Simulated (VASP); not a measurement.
The system is Cu3O.

```
Cu O
1.0
     0.00000    2.83944    2.83944
     2.83944    0.00000    2.83944
     2.83944    2.83944    0.00000
Cu O
3 1
Direct
  0.25000 0.25000 0.25000
  0.75000 0.75000 0.75000
  0.50000 0.50000 0.50000
  0.00000 0.00000 0.00000
```

The cell was generated, and may not be a known phase.

| Quantity | Value |
| --- | --- |
| Program | VASP 6.6.1 |
| Task | relaxation of cell and atoms |
| Functional | PBE |
| Potentials or basis | VASP PAW PBE potentials, release 64 (Cu, O) |
| Cutoff | 600 eV |
| k mesh | 14 × 14 × 14 |
| Occupations | gaussian, width 0.1 eV |
| Spin | no spin polarisation |

At the start: pressure -3.0 GPa; volume 11.45 Å³/atom.

Q: Where does the relaxation end?

A: Over 3 steps the energy falls by 2.5 meV/atom and the volume is 11.18 Å³/atom (-2.3 %); space group Fm-3m (No. 225, to 0.1 Å) before and after.

The path:
| step | energy change (eV) | largest force (eV/Å) | pressure (GPa) | volume (Å³) |
| --- | --- | --- | --- | --- |
| 1 | 0.0000 | 0.0000 | -2.95 | 45.79 |
| 2 | -0.0088 | 0.0000 | 1.00 | 44.40 |
| 3 | -0.0098 | 0.0000 | -0.01 | 44.74 |

Final structure:
```
CELL_PARAMETERS angstrom
0.00000 2.81756 2.81756
2.81756 0.00000 2.81756
2.81756 2.81756 0.00000
ATOMIC_POSITIONS crystal
Cu 0.25000 0.25000 0.25000
Cu 0.75000 0.75000 0.75000
Cu 0.50000 0.50000 0.50000
O 0.00000 0.00000 0.00000
```
